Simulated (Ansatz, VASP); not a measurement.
**Ta2Br: VASP beside Ansatz**

```xyz
6
Lattice="0.0000 4.0075 4.0075 4.0075 0.0000 4.0075 4.0075 4.0075 0.0000" Properties=species:S:1:pos:R:3 pbc="T T T"
Ta    5.0094    5.0094    5.0094
Ta    5.0094    3.0057    3.0057
Ta    3.0057    3.0057    5.0094
Ta    3.0057    5.0094    3.0057
Br    0.0000    0.0000    0.0000
Br    2.0038    2.0038    2.0038
```

Alike in both runs: functional PBE; k mesh 8 × 8 × 8; occupations gaussian, width 0.1 eV; no spin polarisation.

Ansatz relaxed the structure, and its values are those at the end. VASP's run is a single point on that final structure, the one shown.

|  | VASP | Ansatz |
| --- | --- | --- |
| version | VASP 6.6.1 | Ansatz 0.2.0 |
| potentials or method | VASP PAW PBE potentials, release 64 (Ta_pv, Br), cutoff 520 eV | scalar-relativistic, plane waves, PAW |
| valence electrons in the cell | 58 | 66 |

|  | VASP | Ansatz | Ansatz less VASP |
| --- | --- | --- | --- |
| gap on the k mesh at the Fermi level (eV) | none | none | - |
| pressure (GPa) | 0.0 | 0.0 | -0.03 |

A gap of «none» marks a metal or a gap that the smearing closes. The functional is the same, so the differences come from potentials, cutoffs and numerics. VASP's potentials hold 58 valence electrons a cell and Ansatz's 66, so a difference there can come from the potentials and not from the codes.

Neither program's run includes spin-orbit coupling.
